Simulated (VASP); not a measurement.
Input of a VASP 6.6.1 run:

The input INCAR:

```
  PREC = Accurate
  ENCUT = 520
  EDIFF = 1E-6
  ISMEAR = 0
  SIGMA = 0.15
  LREAL = F
  LASPH = T
  NELM = 80
  ALGO = Normal
  ISIF = 2
  LWAVE = F
  LCHARG = T
  GGA = PS
  LELF = T
  LVHAR = T
  NBANDS = 14
```

File KPOINTS:

```
regular mesh
0
Gamma
  16 16 16
```

POSCAR

```
HfN
1.0
    0.0000000000      2.3934514500      2.3934514500
    2.3934514500      0.0000000000      2.3934514500
    2.3934514500      2.3934514500      0.0000000000
Hf N
1 1
Direct
    0.0000000000      0.0000000000      0.0000000000
    0.7500000000      0.7500000000      0.7500000000
```

Potentials or basis: VASP PAW PBE potentials, release 64 (Hf_pv, N).

Run with:

```console
$ cat potpaw_PBE.64/Hf_pv/POTCAR potpaw_PBE.64/N/POTCAR > POTCAR
$ mpirun -np 1 vasp_std > vasp.out
```

Predict the band gap on the k mesh.

zero (an odd number of electrons rules out a gap without spin polarisation).

Predict the pressure.

10.5 GPa.

Caveat: the cell differs from its parent crystal (strain -0.025 along x and y, -0.025 along z); the cell stands under pressure; the PAW data sets were made with another functional, which shifts forces and pressure a little; spin-orbit coupling is left out, which moves the levels of the heavy elements; an odd number of electrons without spin polarisation forces a metal; a magnetic or distorted state may lie lower.
